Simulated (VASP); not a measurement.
A run of VASP 6.6.1:

INCAR

```
PREC     = Accurate       # precision mode
ENCUT    = 520            # plane-wave cutoff, eV
EDIFF    = 1E-6           # SCF threshold, eV
ISMEAR   = -1             # smearing method
SIGMA    = 0.02           # smearing width, eV
LREAL    = F              # projectors in reciprocal space
LASPH    = T              # aspherical terms in the spheres
NELM     = 100            # most SCF steps
ALGO     = Normal         # electronic algorithm
ISIF     = 2              # what is computed and relaxed
LWAVE    = F              # write WAVECAR
LCHARG   = F              # write CHGCAR
GGA      = PE             # functional
NBANDS   = 26             # bands
```

File KPOINTS:

```
Automatic mesh
0
Gamma
  10 10 6
```

File POSCAR:

```
ZnS
1.0
    3.8057964671      0.0000000000      0.0000000000
   -1.9028982335      3.2959164221      0.0000000000
    0.0000000000      0.0000000000      6.2379816300
Zn S
2 2
Direct
    0.3333333300      0.6666666700      0.0001396800
    0.6666666700      0.3333333300      0.5001396800
    0.3333333300      0.6666666700      0.3764634026
    0.6666666700      0.3333333300      0.8748603200
```

Potentials or basis: VASP PAW PBE potentials, release 64 (Zn, S).

Run with:

```bash
$ cat potpaw_PBE.64/Zn/POTCAR potpaw_PBE.64/S/POTCAR > POTCAR
$ mpirun -np 1 vasp_std > vasp.out
```

Hardware: 1 thread of Intel(R) Xeon(R) 6975P-C (Granite Rapids), with other jobs on the host.

Q: Estimate the wall time of this run.

A: It took 45 s on 1 thread of Intel(R) Xeon(R) 6975P-C (Granite Rapids), on a shared host, peak memory 0.26 GiB. Counts: scf iterations 14, k points 72.
